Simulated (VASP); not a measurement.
# MoS2 (P1) in VASP: single point with PBE+D3(BJ)

Aim: the single point of MoS2 with PBE+D3(BJ).

Everything below comes from runs of VASP 6.6.1. Logs are shortened: lines on timing, memory, paths and dates and some standing lists are left out, and cuts for length are marked.

### 1 The cell of the first run

The typed cell holds 6 atoms: a = 3.166 Å, b = 3.120 Å, c = 12.155 Å, α = 90.05°, β = 90.65°, γ = 120.14°.

### 2 Single point, PBE+D3(BJ)

INCAR reads:

```
SYSTEM = MoS2
PREC = Accurate ; ENCUT = 520
EDIFF = 1E-6 ; ISMEAR = 0
SIGMA = 0.05 ; LREAL = .FALSE.
LASPH = .TRUE. ; NELM = 60
ALGO = Normal ; ISIF = 2
LWAVE = .FALSE. ; LCHARG = .FALSE.
GGA = PE ; IVDW = 12
NBANDS = 35
```

KPOINTS reads:

```
Automatic mesh
0
G
  12 12 2
  0 0 0
```

POSCAR reads:

```
MoS2
1.0
    3.1658811899      0.0094993930     -0.0179129153
   -1.5747138794      2.6938930688     -0.0014643729
   -0.0687699278     -0.0461959604     12.1548550091
Mo S
2 4
Direct
    0.3339207722      0.6632366371      0.2500982692
    0.6653783582      0.3345217898      0.7487584088
    0.3304949599      0.6646323090      0.6227075137
    0.6653746678      0.3320923117      0.1207916473
    0.3365816679      0.6732505783      0.8795433153
    0.6682495740      0.3322663742      0.3781008456
```

Potentials or basis: VASP PAW PBE potentials, release 64 (Mo_sv, S).

On the command line:

```sh
$ cat potpaw_PBE.64/Mo_sv/POTCAR potpaw_PBE.64/S/POTCAR > POTCAR
$ mpirun -np 1 vasp_std > vasp.out
```

OUTCAR:

```text
SYSTEM = MoS2
   PREC = Accurate
   ENCUT = 520
   EDIFF = 1E-6
   ISMEAR = 0
   LREAL = .FALSE.
   LASPH = .TRUE.
   NELM = 60
   ISIF = 2
   GGA = PE
   IVDW = 12
 IVDW          = 12

 ion  position               nearest neighbor table
   1  0.334  0.663  0.250-   6 2.37   6 2.38   4 2.40   4 2.40   4 2.40   6 2.41
   2  0.665  0.335  0.749-   3 2.36   3 2.37   3 2.40   5 2.40   5 2.41   5 2.42
   3  0.330  0.665  0.623-   2 2.36   2 2.37   2 2.40
   4  0.665  0.332  0.121-   1 2.40   1 2.40   1 2.40
   5  0.337  0.673  0.880-   2 2.40   2 2.41   2 2.42
   6  0.668  0.332  0.378-   1 2.37   1 2.38   1 2.41

  LATTYP: Found a triclinic cell.
 ALAT       =     3.1369602630
 B/A-ratio  =     0.9947152838
 C/A-ratio  =     3.8748139336
 COS(alpha) =     0.0008951870
 COS(beta)  =     0.0123219551
 COS(gamma) =     0.4880255256

  Lattice vectors:

 A1 = (  -1.5911673105,  -2.7033924618,   0.0193772882)
 A2 = (   1.5747138794,  -2.6938930688,   0.0014643729)
 A3 = (  -0.0687699278,  -0.0461959604,  12.1548550091)

Analysis of symmetry for initial positions (statically):
=====================================================================
 Subroutine PRICEL returns:
 Original cell was already a primitive cell.

 Routine SETGRP: Setting up the symmetry group for a
 triclinic supercell.

 Subroutine GETGRP returns: Found  1 space group operations
 (whereof  1 operations were pure point group operations)
 out of a pool of  2 trial point group operations.

The static configuration has the point symmetry C_1 .

Analysis of symmetry for dynamics (positions and initial velocities):
=====================================================================
 Subroutine PRICEL returns:
 Original cell was already a primitive cell.

 Routine SETGRP: Setting up the symmetry group for a
 triclinic supercell.

 Subroutine GETGRP returns: Found  1 space group operations
 (whereof  1 operations were pure point group operations)
 out of a pool of  2 trial point group operations.

The dynamic configuration has the point symmetry C_1 .

 Subroutine INISYM returns: Found  1 space group operations
 (whereof  1 operations are pure point group operations),
 and found     1 'primitive' translations

[... 102 lines left out ...]
   EDIFF  = 0.1E-05   stopping-criterion for ELM
   LREAL  =      F    real-space projection
   EDIFFG = 0.1E-04   stopping-criterion for IOM
   NSW    =      0    number of steps for IOM
   IBRION =     -1    ionic relax: 0-MD 1-quasi-New 2-CG
   NFREE  =      0    steps in history (QN), initial steepest desc. (CG)
   ISIF   =      2    stress and relaxation
   ISYM   =      2    0-nonsym 1-usesym 2-fastsym
   POTIM  = 0.5000    time-step for ionic-motion
   TEBEG  =    0.0;   TEEND  =   0.0 temperature during run
   PSTRESS=    0.0 pullay stress
   NELECT =      52.0000    total number of electrons
   NUPDOWN=      -1.0000    fix difference up-down
   EMIN   =  10.00;   EMAX   =-10.00  energy-range for DOS
   EFERMI =   0.00;   METHOD = LEGACY
   ISMEAR =     0;   SIGMA  =   0.05  broadening in eV -4-tet -1-fermi 0-gaus
   EFERMI_NEDOS =   21; number of points for ismear=-14 and -15
   IALGO  =     38    algorithm
   IMIX   =      4    mixing-type and parameters
     AMIX     =   0.40;   BMIX     =  1.00
     AMIX_MAG =   1.60;   BMIX_MAG =  1.00
  volume/ion in A,a.u.               =      17.31       116.79
  Fermi-wavevector in a.u.,A,eV,Ry     =   1.300032  2.456704 22.994982  1.690083
  Thomas-Fermi vector in A             =   2.431257
   LORBIT       =      0    0 simple, 1 ext, 2 COOP (PROOUT), +10 PAW based schemes
   GGA     = PE    functional components
   LHFCALC =     F    Hartree Fock is set to
   AEXX    =    0.0000 exact exchange contribution
   IVDW    =    12    specifies the selected vdW correction
   LEPSILON=     F    determine dielectric tensor
   LRPA    =     F    only Hartree local field effects (RPA)
 non-spin polarized calculation
 Gauss-broadening in eV      SIGMA  =   0.05
  energy-cutoff  :      520.00
  volume of cell :      103.84
 maximum number of plane-waves:      2818
   NGX = 11   NGY = 11   NGZ = 45

 number of electron      51.9999998 magnetization

 Free energy of the ion-electron system (eV)
  ---------------------------------------------------
  ext. energy  EPLUGINS =         0.00000000
  ---------------------------------------------------
  free energy    TOTEN  =       -43.51227073 eV

  energy without entropy =      -43.51227073  energy(sigma->0) =      -43.51227073

 E-fermi :   8.3269     XC(G=0): -10.9992

 val. band max:        7.9261914801   @ k =   0.0000   0.0000   0.0000
 cond. band min:       8.7489109968   @ k =   0.1667   0.1667   0.0000
 fundamental gap:      0.8227195166
 Fermi energy:         8.3269052401

 k-point     1 :       0.0000    0.0000    0.0000
  band No.  band energies     occupation
      1     -53.5849      2.00000
      2     -53.5836      2.00000
      3     -27.7582      2.00000
      4     -27.7555      2.00000
      5     -27.5191      2.00000
      6     -27.5169      2.00000
[... 901 lines left out ...]
     34      12.2907      0.00000
     35      14.0033      0.00000

 [... further k-points ...]

------------------------ aborting loop because EDIFF is reached ----------------------------------------

 Edisp (eV)   -2.62492

 E8    (eV) :    -1.0584

  FORCE on cell =-STRESS in cart. coord.  units (eV):
  Direction    XX          YY          ZZ          XY          YZ          ZX
  --------------------------------------------------------------------------------------
  -------------------------------------------------------------------------------------
  Total      -0.22198     1.69992     0.54399    -0.45489     0.43691     0.90324
  in kB      -3.42497    26.22847     8.39337    -7.01865     6.74121    13.93636
  external pressure =       10.40 kB  Pullay stress =        0.00 kB

 VOLUME and BASIS-vectors are now :
 -----------------------------------------------------------------------------
  energy-cutoff  :      520.00
  volume of cell :      103.84
      direct lattice vectors                 reciprocal lattice vectors
     3.165881190  0.009499393 -0.017912915     0.315328800  0.184326647  0.002484627
    -1.574713879  2.693893069 -0.001464373    -0.001103968  0.370565421  0.001402132
    -0.068769928 -0.046195960 12.154855009     0.000464575  0.000316291  0.082275482

 POSITION                                       TOTAL-FORCE (eV/Angst)
 -----------------------------------------------------------------------------------
     -0.00445      1.77831      3.03296        -0.142287      0.016167     -0.259689
      1.52824      0.87290      9.08864         0.119605      0.170075      0.902188
     -0.04312      1.76482      7.56203        -0.198130     -0.098678     -0.632205
      1.57524      0.89536      1.45580        -0.049302     -0.110848      0.034167
     -0.05509      1.77623     10.68371         0.080033     -0.079442     -0.284421
      1.56637      0.88397      4.58330         0.190080      0.102726      0.239961
 -----------------------------------------------------------------------------------
    total drift:                                0.000024      0.000073      0.000095

  FREE ENERGIE OF THE ION-ELECTRON SYSTEM (eV)
  ---------------------------------------------------
  free  energy   TOTEN  =       -46.1371946158 eV

  energy  without entropy=      -46.1371946158  energy(sigma->0) =      -46.13719462
```

Wall time 7.7 min (1 thread of Intel Xeon Platinum 8259CL at 2.50GHz (Skylake/Cascade Lake), shared host); peak memory 0.52 GiB.

What came out:

* Free energy: -46.1372 eV
* Pressure: 1.0 GPa
* Largest force: 0.926 eV/Å
* Band gap on the k mesh: 0.82 eV (least direct gap 1.72 eV)
* Dispersion energy per atom: -0.437 eV

Forces in eV/Å, atoms in the order of the input:
```
Mo  -0.142  0.016 -0.260
Mo   0.120  0.170  0.902
S   -0.198 -0.099 -0.632
S   -0.049 -0.111  0.034
S    0.080 -0.079 -0.284
S    0.190  0.103  0.240
```

A k mesh can miss the band edges.
